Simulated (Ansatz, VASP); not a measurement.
# RbBr: VASP beside Ansatz

File INCAR:

```
SYSTEM = RbBr
ALGO = Normal ; EDIFF = 1E-6
ENCUT = 520 ; GGA = PE
ISIF = 2 ; ISMEAR = -1
LASPH = .True. ; LCHARG = .False.
LREAL = .False. ; LWAVE = .False.
NBANDS = 15 ; NELM = 80
PREC = Accurate ; SIGMA = 0.02
```

File KPOINTS:

```
k-points
0
Gamma
  6 6 6
  0 0 0
```

POSCAR

```
RbBr
1.0
    4.1279266285     -0.0790497949      0.0000000000
   -0.0790497949      4.1279266285      0.0000000000
    0.0000000000      0.0000000000      4.1279266285
Rb Br
1 1
Direct
    0.0000000000      0.0000000000      0.0000000000
    0.5000000000      0.5000000000      0.5000000000
```

Input for Ansatz:

```yaml
crystal:
  lattice:
    - [4.1279266285, -0.0790497949, 0.0]
    - [-0.0790497949, 4.1279266285, 0.0]
    - [0.0, 0.0, 4.1279266285]
  atoms:
    - { symbol: Rb, position: [0.0, 0.0, 0.0] }
    - { symbol: Br, position: [0.5, 0.5, 0.5] }
kpoints:
  mp_grid: { grid: [6, 6, 6] }
  band_path:
    path:
      - [0.0, 0.0, 0.0]
      - [0.0, 0.5, 0.0]
      - [0.5, 0.5, 0.0]
      - [0.5, 0.5, 0.5]
      - [0.0, 0.5, 0.5]
    npoints: 1
hamiltonian:
  xc: pbe
scf:
  occupations: { method: fermi_dirac, width: 0.02 }
  n_extra_bands: 4
output:
  forces: true
  stress: true
  eigenvalues: true
```

Change from the starting cell: shear_xy strain -3.8%.

Alike in both runs: task single point; functional PBE; k mesh 6 × 6 × 6; occupations fermi-dirac, width 0.02 eV; no spin polarisation.

|  | VASP | Ansatz |
| --- | --- | --- |
| version | VASP 6.6.1 | Ansatz 0.2.0 |
| potentials or method | VASP PAW PBE potentials, release 64 (Rb_sv, Br) | plane waves, PAW |
| plane-wave cutoff (eV) | 520 | 420 |
| valence electrons in the cell | 16 | 16 |

```tsv
	VASP	Ansatz	Ansatz less VASP
gap on the k mesh at the Fermi level (eV)	4.08	4.08	+0.002
pressure (GPa)	0.8	0.8	-0.02
traceless stress, the component that is largest in VASP (GPa)	0.25	0.25	-0.004
```

The functional is the same, so the differences come from potentials, cutoffs and numerics.
